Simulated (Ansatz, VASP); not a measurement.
C: VASP beside Ansatz

```
C
1.0
     0.00000    1.78565    1.78565
     1.78565    0.00000    1.78565
     1.78565    1.78565    0.00000
C
2
Direct
  0.75000 0.75000 0.75000
  0.50000 0.50000 0.50000
```

Alike in both runs: task single point; functional HSE06; k mesh 8 × 8 × 8; occupations gaussian, width 0.05 eV; no spin polarisation.

|  | VASP | Ansatz |
| --- | --- | --- |
| version | VASP 6.6.1 | Ansatz 0.2.0 |
| potentials or method | VASP PAW PBE potentials, release 64 (C), cutoff 520 eV | scalar-relativistic, plane waves, PAW |
| valence electrons in the cell | 8 | 8 |

|  | VASP | Ansatz | Ansatz less VASP |
| --- | --- | --- | --- |
| gap on the k mesh at the Fermi level (eV) | 5.27 | 5.28 | +0.008 |
| least direct gap on the mesh (eV) | 6.96 | 6.97 | +0.007 |
| pressure (GPa) | -9.0 | -9.8 | -0.84 |

Ansatz's warnings: stress exchange threshold loose, stress scf threshold loose.
